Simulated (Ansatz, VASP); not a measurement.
**One calculation of MgO, two programs**

```xyz
12
Lattice="2.1351 -2.1351 0.0000 2.1351 0.0000 -2.1351 8.3674 8.3674 8.3674" Properties=species:S:1:pos:R:3 pbc="T T T"
Mg    3.2027   -1.0676   -1.0676
Mg    7.4730    7.4730    7.4730
Mg    3.2027    1.0676    1.0676
Mg    7.4730    3.2027    3.2027
Mg    3.2027    3.2027    3.2027
Mg    7.4730    5.3379    5.3379
O     5.3379    1.0676    1.0676
O     1.0676    1.0676    1.0676
O     5.3379    3.2027    3.2027
O     9.6082    5.3379    5.3379
O     9.6082    3.2027    3.2027
O     9.6082    7.4730    7.4730
```

Alike in both runs: task single point; functional PBE; k mesh 9 × 9 × 2; occupations gaussian, width 0.05 eV; no spin polarisation.

|  | VASP | Ansatz |
| --- | --- | --- |
| version | VASP 6.6.1 | Ansatz 0.2.0 |
| potentials or method | VASP PAW PBE potentials, release 64 (Mg, O), cutoff 520 eV | scalar-relativistic, plane waves, PAW |
| valence electrons in the cell | 48 | 96 |

VASP gave:

```
gap on the k mesh at the Fermi level (eV)                     : 3.70
least direct gap on the mesh (eV)                             : 3.70
pressure (GPa)                                                : 1.5
traceless stress, the component that is largest in VASP (GPa) : 1.36
rms of the force components (eV/Å)                            : 0.745
```

What did Ansatz give for the same quantities?

gap on the k mesh at the Fermi level (eV): 3.74; least direct gap on the mesh (eV): 3.74; pressure (GPa): 2.3; traceless stress, the component that is largest in VASP (GPa): 1.36; rms of the force components (eV/Å): 0.736.

Atom by atom the forces differ by 0.010 eV/Å (rms over components). VASP's potentials hold 48 valence electrons a cell and Ansatz's 96, so a difference there can come from the potentials and not from the codes.
